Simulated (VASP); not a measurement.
# MgCd2Se3 (P3m1) in VASP: notebook, part 2 of 2

VASP 6.6.1.

## 3. Single point, r2SCAN

This run uses another cell than the first one, of 28.81 Å³/atom.

The input, POSCAR:

```
MgCd2Se3
1.0
    4.3435967663      0.0000000000      0.0000000000
   -2.1717983832      3.7616651434      0.0000000000
    0.0000000000      0.0000000000     21.1619985804
Mg Cd Se
2 4 6
Direct
    0.6666666667      0.3333333333      0.1691192991
    0.3333333333      0.6666666667      0.3283903503
    0.6666666667      0.3333333333      0.4949998741
    0.6666666667      0.3333333333      0.8353789299
    0.3333333333      0.6666666667      0.6651304540
    0.3333333333      0.6666666667      0.0059276031
    0.6666666667      0.3333333333      0.2918928072
    0.6666666667      0.3333333333      0.6219267737
    0.6666666667      0.3333333333      0.9624153843
    0.3333333333      0.6666666667      0.1328692576
    0.3333333333      0.6666666667      0.4515126503
    0.3333333333      0.6666666667      0.7921566363
```

The input, INCAR.step1:

```
ALGO = Normal
EDIFF = 1E-4
ENCUT = 520
GGA = PE
ISMEAR = 0
LASPH = T
LCHARG = F
LREAL = F
LWAVE = T
NBANDS = 56
NELM = 60
PREC = Accurate
SIGMA = 0.02
```

The input, INCAR.step2:

```
ALGO = Normal
EDIFF = 1E-6
ENCUT = 520
ISIF = 2
ISMEAR = 0
ISTART = 1
LASPH = T
LCHARG = F
LMIXTAU = T
LREAL = F
LWAVE = F
METAGGA = R2SCAN
NBANDS = 56
NELM = 60
PREC = Accurate
SIGMA = 0.02
```

The input, KPOINTS:

```
k-points
0
Gamma
  6 6 2
```

Potentials or basis: VASP PAW PBE potentials, release 64 (Mg, Cd, Se).

On the command line:

```console
$ cat potpaw_PBE.64/Mg/POTCAR potpaw_PBE.64/Cd/POTCAR potpaw_PBE.64/Se/POTCAR > POTCAR
$ cp INCAR.step1 INCAR
$ mpirun -np 1 vasp_std > vasp.out
$ cp INCAR.step2 INCAR
$ mpirun -np 1 vasp_std > vasp.out
```

OUTCAR:

```text
EDIFF = 1E-6
   ENCUT = 520
   ISIF = 2
   ISMEAR = 0
   ISTART = 1
   LASPH = T
   LREAL = F
   METAGGA = R2SCAN
   NELM = 60
   PREC = Accurate

 ion  position               nearest neighbor table
   1  0.667  0.333  0.169-   7 2.60  10 2.62  10 2.62  10 2.62
   2  0.333  0.667  0.328-  11 2.61   7 2.62   7 2.62   7 2.62
   3  0.667  0.333  0.495-  11 2.67  11 2.67  11 2.67   8 2.69
   4  0.667  0.333  0.835-  12 2.67  12 2.67  12 2.67   9 2.69
   5  0.333  0.667  0.665-   8 2.67   8 2.67   8 2.67  12 2.69
   6  0.333  0.667  0.006-   9 2.67   9 2.67   9 2.67  10 2.69
   7  0.667  0.333  0.292-   1 2.60   2 2.62   2 2.62   2 2.62
   8  0.667  0.333  0.622-   5 2.67   5 2.67   5 2.67   3 2.69
   9  0.667  0.333  0.962-   6 2.67   6 2.67   6 2.67   4 2.69
  10  0.333  0.667  0.133-   1 2.62   1 2.62   1 2.62   6 2.69
  11  0.333  0.667  0.452-   2 2.61   3 2.67   3 2.67   3 2.67
  12  0.333  0.667  0.792-   4 2.67   4 2.67   4 2.67   5 2.69

  LATTYP: Found a hexagonal cell.
 ALAT       =     4.3435967663
 C/A-ratio  =     4.8719988800

[... 201 lines left out ...]
      4     -12.0041      2.00000
      5     -11.9508      2.00000
      6     -11.6855      2.00000
[... 815 lines left out ...]
     55       7.1626      0.00000
     56       7.2081      0.00000

------------------------ aborting loop because EDIFF is reached ----------------------------------------

  FORCE on cell =-STRESS in cart. coord.  units (eV):
  Direction    XX          YY          ZZ          XY          YZ          ZX
  --------------------------------------------------------------------------------------
  -------------------------------------------------------------------------------------
  Total       -2.7244235     -2.7244235     -2.6987715      0.0000000      0.0000000     -0.0000000
  in kB      -12.6240552    -12.6240552    -12.5051926      0.0000000      0.0000000     -0.0000000
  external PRESSURE =     -12.5844343 kB  Pullay stress =       0.0000000 kB

 VOLUME and BASIS-vectors are now :
 -----------------------------------------------------------------------------
  energy-cutoff  :      520.00
  volume of cell :      345.77
      direct lattice vectors                 reciprocal lattice vectors
     4.343596766  0.000000000  0.000000000     0.230223949  0.132919859  0.000000000
    -2.171798383  3.761665143  0.000000000     0.000000000  0.265839718  0.000000000
     0.000000000  0.000000000 21.161998580     0.000000000  0.000000000  0.047254516

 POSITION                                       TOTAL-FORCE (eV/Angst)
 -----------------------------------------------------------------------------------
      2.17180      1.25389      3.57890        -0.000000      0.000000      0.014869
     -0.00000      2.50778      6.94940        -0.000000      0.000000      0.031400
      2.17180      1.25389     10.47519         0.000000      0.000000      0.000822
      2.17180      1.25389     17.67829        -0.000000      0.000000     -0.005755
     -0.00000      2.50778     14.07549         0.000000     -0.000000     -0.006424
     -0.00000      2.50778      0.12544        -0.000000     -0.000000     -0.013214
      2.17180      1.25389      6.17704        -0.000000      0.000000     -0.017042
      2.17180      1.25389     13.16121        -0.000000      0.000000      0.008503
      2.17180      1.25389     20.36663         0.000000      0.000000      0.002991
     -0.00000      2.50778      2.81178        -0.000000      0.000000     -0.006677
     -0.00000      2.50778      9.55491        -0.000000      0.000000     -0.015535
     -0.00000      2.50778     16.76362        -0.000000      0.000000      0.006061
 -----------------------------------------------------------------------------------
    total drift:                               -0.000000     -0.000001     -0.003757

  FREE ENERGIE OF THE ION-ELECTRON SYSTEM (eV)
  ---------------------------------------------------
  free  energy   TOTEN  =      -186.3988587770 eV

  energy  without entropy=     -186.3988587770  energy(sigma->0) =     -186.39885878
```

It took 32 min on 1 thread of Intel Xeon 8259CL, shared host; peak memory 0.58 GiB.

What came out:

| Item | Value |
| --- | --- |
| Free energy | -186.3989 eV |
| Pressure | -1.3 GPa |
| Largest force | 0.031 eV/Å |
| Band gap on the k mesh | 1.39 eV |

Forces in eV/Å, atoms in the order of the input:
```
Mg   0.000  0.000  0.015
Mg   0.000  0.000  0.031
Cd   0.000  0.000  0.001
Cd   0.000  0.000 -0.006
Cd   0.000  0.000 -0.006
Cd   0.000  0.000 -0.013
Se   0.000  0.000 -0.017
Se   0.000  0.000  0.009
Se   0.000  0.000  0.003
Se   0.000  0.000 -0.007
Se   0.000  0.000 -0.016
Se   0.000  0.000  0.006
```

Levels at points of the mesh, in eV from the valence-band top:
```
           k point  band 40  band 41  band 42  band 43  band 44  band 45  band 46  band 47  band 48  band 49
(0.00, 0.00, 0.00)    -0.20    -0.18    -0.18     0.00     0.00     1.39     2.47     2.70     2.80     3.38
(0.50, 0.00, 0.00)    -1.14    -1.12    -1.05    -0.98    -0.72     3.12     3.25     3.69     3.77     4.03
(0.00, 0.00, 0.50)    -0.38    -0.17    -0.17     0.00     0.00     1.66     2.13     2.77     2.84     3.42
(0.50, 0.00, 0.50)    -1.27    -1.23    -1.12    -0.91    -0.74     3.28     3.33     3.42     3.80     4.00
```

Caveat: the PAW data sets were made with another functional, which shifts forces and pressure a little.

## 4. Relaxation of cell and atoms, PBE

This run uses another cell than the first one, of 28.80 Å³/atom.

The input, INCAR:

```
SYSTEM = MgCd2Se3
  PREC = Accurate
  ENCUT = 600
  EDIFF = 1E-6
  ISMEAR = 0
  SIGMA = 0.02
  LREAL = .FALSE.
  LASPH = .TRUE.
  NELM = 60
  ALGO = Normal
  ISIF = 3
  LWAVE = .FALSE.
  LCHARG = .FALSE.
  GGA = PE
  IBRION = 2
  NSW = 100
  EDIFFG = -0.01
```

The input, KPOINTS:

```
regular mesh
0
G
  6 6 2
  0 0 0
```

The input, POSCAR:

```
MgCd2Se3
1.0
    4.3417240438      0.0000000000      0.0000000000
   -2.1708620219      3.7600433182      0.0000000000
    0.0000000000      0.0000000000     21.1709357837
Mg Cd Se
2 4 6
Direct
    0.6666666667      0.3333333333      0.1691132403
    0.3333333333      0.6666666667      0.3285500083
    0.6666666667      0.3333333333      0.4951490573
    0.6666666667      0.3333333333      0.8353776334
    0.3333333333      0.6666666667      0.6652411244
    0.3333333333      0.6666666667      0.0057255608
    0.6666666667      0.3333333333      0.2919410359
    0.6666666667      0.3333333333      0.6219160206
    0.6666666667      0.3333333333      0.9622933091
    0.3333333333      0.6666666667      0.1327677301
    0.3333333333      0.6666666667      0.4515908683
    0.3333333333      0.6666666667      0.7920544314
```

Potentials or basis: VASP PAW PBE potentials, release 64 (Mg, Cd, Se).

On the command line:

```console
$ cat potpaw_PBE.64/Mg/POTCAR potpaw_PBE.64/Cd/POTCAR potpaw_PBE.64/Se/POTCAR > POTCAR
$ mpirun -np 1 vasp_std > vasp.out
```

OUTCAR:

```text
SYSTEM = MgCd2Se3
   PREC = Accurate
   ENCUT = 600
   EDIFF = 1E-6
   ISMEAR = 0
   LREAL = .FALSE.
   LASPH = .TRUE.
   NELM = 60
   ISIF = 3
   GGA = PE
   IBRION = 2
   NSW = 100
   EDIFFG = -0.01

 ion  position               nearest neighbor table
   1  0.667  0.333  0.169-   7 2.60  10 2.62  10 2.62  10 2.62
   2  0.333  0.667  0.329-  11 2.60   7 2.62   7 2.62   7 2.62
   3  0.667  0.333  0.495-  11 2.67  11 2.67  11 2.67   8 2.68
   4  0.667  0.333  0.835-  12 2.67  12 2.67  12 2.67   9 2.69
   5  0.333  0.667  0.665-   8 2.67   8 2.67   8 2.67  12 2.68
   6  0.333  0.667  0.006-   9 2.67   9 2.67   9 2.67  10 2.69
   7  0.667  0.333  0.292-   1 2.60   2 2.62   2 2.62   2 2.62
   8  0.667  0.333  0.622-   5 2.67   5 2.67   5 2.67   3 2.68
   9  0.667  0.333  0.962-   6 2.67   6 2.67   6 2.67   4 2.69
  10  0.333  0.667  0.133-   1 2.62   1 2.62   1 2.62   6 2.69
  11  0.333  0.667  0.452-   2 2.60   3 2.67   3 2.67   3 2.67
  12  0.333  0.667  0.792-   4 2.67   4 2.67   4 2.67   5 2.68

  LATTYP: Found a hexagonal cell.
 ALAT       =     4.3417240438
 C/A-ratio  =     4.8761587724

  Lattice vectors:

 A1 = (   4.3417240438,   0.0000000000,   0.0000000000)
 A2 = (  -2.1708620219,   3.7600433182,   0.0000000000)
 A3 = (   0.0000000000,   0.0000000000,  21.1709357837)

Analysis of symmetry for initial positions (statically):
[... 175 lines left out ...]

 number of electron      88.0000006 magnetization

 Free energy of the ion-electron system (eV)
  ---------------------------------------------------
  ext. energy  EPLUGINS =         0.00000000
  ---------------------------------------------------
  free energy    TOTEN  =       -36.99470319 eV

  energy without entropy =      -36.99470319  energy(sigma->0) =      -36.99470319

------------------------ aborting loop because EDIFF is reached ----------------------------------------

  FORCE on cell =-STRESS in cart. coord.  units (eV):
  Direction    XX          YY          ZZ          XY          YZ          ZX
  --------------------------------------------------------------------------------------
  -------------------------------------------------------------------------------------
  Total        0.3479794      0.3479794      0.2925379     -0.0000000      0.0000000      0.0000000
  in kB        1.6131288      1.6131288      1.3561184     -0.0000000      0.0000000      0.0000000
  external PRESSURE =       1.5274587 kB  Pullay stress =       0.0000000 kB
[... 263 lines left out ...]
--------------------------------------- Ionic step        7  -------------------------------------------

 number of electron      88.0000008 magnetization

 Free energy of the ion-electron system (eV)
  ---------------------------------------------------
  ext. energy  EPLUGINS =         0.00000000
  ---------------------------------------------------
  free energy    TOTEN  =       -36.99563299 eV

  energy without entropy =      -36.99563299  energy(sigma->0) =      -36.99563299

 E-fermi :   0.8021     XC(G=0):  -8.4454

 val. band max:        0.7031822578   @ k =   0.0000   0.0000   0.0000
 cond. band min:       1.6026144856   @ k =   0.0000   0.0000   0.0000
 fundamental gap:      0.8994322279
 Fermi energy:         0.8020744072

 k-point     1 :       0.0000    0.0000    0.0000
  band No.  band energies     occupation
      1     -11.5798      2.00000
      2     -11.4772      2.00000
      3     -11.4251      2.00000
      4     -11.3079      2.00000
      5     -11.2550      2.00000
      6     -10.9941      2.00000
[... 798 lines left out ...]
  FREE ENERGIE OF THE ION-ELECTRON SYSTEM (eV)
  ---------------------------------------------------
  free  energy   TOTEN  =       -36.9956329897 eV

  energy  without entropy=      -36.9956329897  energy(sigma->0) =      -36.99563299

 reached required accuracy - stopping structural energy minimisation
```

OSZICAR:

```text
N       E                     dE             d eps       ncg     rms          rms(c)
DAV:   1     0.618280905127E+03    0.61828E+03   -0.42288E+04  1456   0.165E+03
DAV:   2     0.102603805629E+02   -0.60802E+03   -0.59449E+03  1664   0.346E+02
DAV:   3    -0.384654752615E+02   -0.48726E+02   -0.48505E+02  1640   0.929E+01
[... 49 lines left out ...]
DAV:   2    -0.369956454337E+02   -0.13131E-03   -0.17937E-03  1600   0.180E-01    0.327E-02
DAV:   3    -0.369956392806E+02    0.61531E-05   -0.46636E-05  1736   0.342E-02    0.249E-02
DAV:   4    -0.369956349729E+02    0.43077E-05   -0.77814E-06  1568   0.173E-02    0.133E-02
DAV:   5    -0.369956331408E+02    0.18321E-05   -0.50649E-06  1688   0.134E-02    0.419E-03
DAV:   6    -0.369956329897E+02    0.15113E-06   -0.19902E-06  1152   0.695E-03
   7 F= -.36995633E+02 E0= -.36995633E+02  d E =-.150270E-03
```

Wall time 25 min (1 thread of Oxide Virtual Turin-like, shared host); peak memory 0.7 GiB.

Results:

```yaml
Free_energy: -36.9956 eV
Relaxed_volume: 28.90 Å³/atom
Relaxed_cell: a = 4.348 Å, b = 4.348 Å, c = 21.187 Å, α = 90.00°, β = 90.00°, γ = 120.00°
Space_group_after_relaxing_to_0.1_Å: P3m1 (No. 156)
Energy_gained_by_relaxing: 0.1 meV/atom
Ionic_steps: 7
Pressure_after_relaxing: 0.0 GPa
Largest_force_after_relaxing: 0.009 eV/Å
Band_gap_on_the_k_mesh: 0.90 eV
```

Forces on the atoms (eV/Å):
```
Mg   0.000  0.000  0.004
Mg   0.000  0.000  0.000
Cd   0.000  0.000 -0.004
Cd   0.000  0.000  0.007
Cd   0.000  0.000 -0.002
Cd   0.000  0.000  0.001
Se   0.000  0.000 -0.002
Se   0.000  0.000 -0.009
Se   0.000  0.000  0.009
Se   0.000  0.000  0.000
Se   0.000  0.000 -0.003
Se   0.000  0.000 -0.001
```

Step by step:
| step | energy change (eV) | largest force (eV/Å) | pressure (GPa) | volume (Å³) |
| --- | --- | --- | --- | --- |
| 1 | 0.0000 | 0.0316 | 0.15 | 345.62 |
| 2 | -0.0006 | 0.0179 | -0.03 | 346.99 |
| 3 | -0.0006 | 0.0195 | -0.01 | 346.85 |
| 4 | -0.0007 | 0.0144 | -0.01 | 346.82 |
| 5 | -0.0008 | 0.0200 | 0.00 | 346.75 |
| 6 | -0.0008 | 0.0154 | 0.00 | 346.77 |
| 7 | -0.0009 | 0.0094 | -0.01 | 346.83 |

Final structure:
```yaml
crystal:
  lattice:
    - [4.34772, 0.00000, 0.00000]
    - [-2.17386, 3.76523, 0.00000]
    - [0.00000, 0.00000, 21.18679]
  atoms:
    - { symbol: Mg, position: [0.66667, 0.33333, 0.16925] }
    - { symbol: Mg, position: [0.33333, 0.66667, 0.32824] }
    - { symbol: Cd, position: [0.66667, 0.33333, 0.49491] }
    - { symbol: Cd, position: [0.66667, 0.33333, 0.83534] }
    - { symbol: Cd, position: [0.33333, 0.66667, 0.66514] }
    - { symbol: Cd, position: [0.33333, 0.66667, 0.00612] }
    - { symbol: Se, position: [0.66667, 0.33333, 0.29190] }
    - { symbol: Se, position: [0.66667, 0.33333, 0.62190] }
    - { symbol: Se, position: [0.66667, 0.33333, 0.96240] }
    - { symbol: Se, position: [0.33333, 0.66667, 0.13317] }
    - { symbol: Se, position: [0.33333, 0.66667, 0.45121] }
    - { symbol: Se, position: [0.33333, 0.66667, 0.79214] }
```

Levels at points of the mesh, in eV from the valence-band top:
```
           k point  band 42  band 43  band 44  band 45  band 46  band 47
(0.00, 0.00, 0.00)    -0.17     0.00     0.00     0.90     2.03     2.23
(0.50, 0.00, 0.00)    -1.02    -0.96    -0.71     2.69     2.82     3.27
(0.00, 0.00, 0.50)    -0.17     0.00     0.00     1.25     1.66     2.31
(0.50, 0.00, 0.50)    -1.10    -0.88    -0.73     2.84     2.90     2.99
```

A k mesh can miss the band edges.

## 5. The runs side by side

| task | level | cell | k mesh | cutoff (eV) | smearing | gap on the mesh (eV) | pressure (GPa) | relaxed volume (Å³/atom) | largest force (eV/Å) |
| --- | --- | --- | --- | --- | --- | --- | --- | --- | --- |
| relaxation of cell and atoms | PBE | relaxed from a = 4.134, b = 4.134, c = 20.234 Å, angles 90.0, 90.0, 120.0°, 12 atoms, atomic positions A | 6 × 6 × 1 | 600 | gaussian 0.1 eV | 0.90 | 0.0 | 28.90 | 0.02 |
| single point | r2SCAN | a = 4.344, b = 4.344, c = 21.162 Å, angles 90.0, 90.0, 120.0°, 12 atoms, atomic positions B | 6 × 6 × 2 | 520 | gaussian 0.02 eV | 1.39 | -1.3 | - | 0.03 |
| relaxation of cell and atoms | PBE | relaxed from a = 4.342, b = 4.342, c = 21.171 Å, angles 90.0, 90.0, 120.0°, 12 atoms, atomic positions B | 6 × 6 × 2 | 600 | gaussian 0.02 eV | 0.90 | 0.0 | 28.90 | 0.01 |

Alike in all rows: potentials or basis VASP PAW PBE potentials, release 64 (Mg, Cd, Se); no spin polarisation.

Caveats: the volume moved by over 15 % at a fixed basis, so the end points are rough (at least some runs); the PAW data sets were made with another functional, which shifts forces and pressure a little (at least some runs).

Absolute energies hang on the potentials; compare differences alone.
